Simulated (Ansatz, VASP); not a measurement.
## Two plane-wave programs on Ge

Contents of INCAR:

```
PREC = Accurate
ENCUT = 520
EDIFF = 1E-6
ISMEAR = 0
SIGMA = 0.15
LREAL = False
LASPH = True
NELM = 80
ALGO = Normal
ISIF = 2
LWAVE = False
LCHARG = False
GGA = PS
NBANDS = 21
```

The input KPOINTS:

```
Automatic mesh
0
Gamma
  20 20 20
```

POSCAR

```
Ge
1.0
   -2.4958980000      2.7038802600      1.4369470000
    2.4958980000     -2.7038802600      1.4369470000
    2.4958980000      2.7038802600     -1.4369470000
Ge
2
Direct
    0.1859430000      0.9359430000      0.2500000000
    0.8140570000      0.0640570000      0.7500000000
```

Input for Ansatz:

```yaml
crystal:
  lattice:
    - [-2.495898, 2.70388026, 1.436947]
    - [2.495898, -2.70388026, 1.436947]
    - [2.495898, 2.70388026, -1.436947]
  atoms:
    - { symbol: Ge, position: [0.185943, 0.935943, 0.25] }
    - { symbol: Ge, position: [0.814057, 0.064057, 0.75] }
basis:
  ecutwfc: 420
kpoints:
  mp_grid: { grid: [20, 20, 20] }
hamiltonian:
  xc: pbesol
scf:
  occupations: { method: gaussian, width: 0.15 }
output:
  forces: true
  stress: true
  eigenvalues: true
```

Change from the starting cell: strain +0.0200 x Voigt [0, 1, 0, 0, 0, 0], atoms carried along.

Alike in both runs: task single point; functional PBEsol; k mesh 20 × 20 × 20; occupations gaussian, width 0.15 eV; no spin polarisation.

|  | VASP | Ansatz |
| --- | --- | --- |
| version | VASP 6.6.1 | Ansatz 0.2.0 |
| potentials or method | VASP PAW PBE potentials, release 64 (Ge_d), cutoff 520 eV | scalar-relativistic, plane waves, PAW |
| valence electrons in the cell | 28 | 28 |

```tsv
	VASP	Ansatz	Ansatz less VASP
gap on the k mesh at the Fermi level (eV)	none	none	-
pressure (GPa)	-3.8	-3.7	+0.08
traceless stress, the component that is largest in VASP (GPa)	-2.31	-2.28	+0.022
rms of the force components (eV/Å)	0.008	0.007	-0.0005
```

VASP's potentials were made for PBE, not for PBEsol. Atom by atom the forces differ by 0.001 eV/Å (rms over components). A gap of «none» marks a metal or a gap that the smearing closes.
